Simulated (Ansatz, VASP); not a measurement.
This is a calculation of BAs for VASP 6.6.1.

File POSCAR:

```
BAs
1.0
    2.9570103300      0.0000000000      0.0000000000
    0.0000000000      2.9570103300      0.0000000000
    0.0000000000      0.0000000000      2.9570103300
B As
1 1
Direct
    0.5000000000      0.5000000000      0.5000000000
    0.0000000000      0.0000000000      0.0000000000
```

INCAR.step1

```
SYSTEM = BAs
  PREC = Accurate
  ENCUT = 600
  EDIFF = 1E-5
  ISMEAR = -1
  SIGMA = 0.05
  LREAL = .FALSE.
  LASPH = .TRUE.
  NELM = 100
  ALGO = Normal
  LWAVE = .TRUE.
  LCHARG = .FALSE.
  GGA = PE
  NBANDS = 11
```

Contents of INCAR.step2:

```
SYSTEM = BAs
  PREC = Accurate
  ENCUT = 600
  EDIFF = 1E-6
  ISMEAR = -1
  SIGMA = 0.05
  LREAL = .FALSE.
  LASPH = .TRUE.
  NELM = 100
  ALGO = Normal
  ISIF = 3
  LWAVE = .FALSE.
  LCHARG = .FALSE.
  GGA = PE
  LHFCALC = .TRUE.
  HFSCREEN = 0.2079
  PRECFOCK = Normal
  IBRION = 2
  NSW = 60
  EDIFFG = -0.01
  ISTART = 1
```

File KPOINTS:

```
Automatic mesh
0
G
  5 5 5
  0 0 0
```

Potentials or basis: VASP PAW PBE potentials, release 64 (B, As).

Run with:

```console
$ cat potpaw_PBE.64/B/POTCAR potpaw_PBE.64/As/POTCAR > POTCAR
$ cp INCAR.step1 INCAR
$ mpirun -np 1 vasp_std > vasp.out
$ cp INCAR.step2 INCAR
$ mpirun -np 1 vasp_std > vasp.out
```

Translate it to Ansatz 0.2.0. Potentials there: Ansatz PAW.

As run (the cutoff follows the program's own potentials):

Contents of input:

```
crystal:
  lattice:
    - [2.95701033, 0.0, 0.0]
    - [0.0, 2.95701033, 0.0]
    - [0.0, 0.0, 2.95701033]
  atoms:
    - { symbol: B, position: [0.5, 0.5, 0.5] }
    - { symbol: As, position: [0.0, 0.0, 0.0] }
hamiltonian:
  xc: hse06
  pseudopotentials: { kind: paw }
kpoints:
  mp_grid: { grid: [5, 5, 5] }
scf:
  occupations: { method: fermi_dirac, width: 0.05 }
output:
  forces: true
  stress: true
  eigenvalues: true
relax:
  f_tol: 0.01
  max_steps: 40
  cell: { stress_tol: 0.05 }
```

Both were run:

|  | VASP | Ansatz | Ansatz less VASP |
| --- | --- | --- | --- |
| gap on the k mesh at the Fermi level, each at its own relaxed structure (eV) | none | none | - |
| relaxed volume (Å³/atom) | 11.90 | 11.93 | +0.028 |
| relaxed cell length with the largest relative difference (Å) | 2.876 | 2.879 | +0.0022 |

A gap of «none» marks a metal or a gap that the smearing closes. VASP's potentials hold 8 valence electrons a cell and Ansatz's 18, so a difference there can come from the potentials and not from the codes.

The k mesh is coarse, so the values compare programs but aren't converged. Noted on Ansatz's run: the plane-wave basis is chosen anew once the cell has moved, so the energies of steps on either side of that aren't comparable.
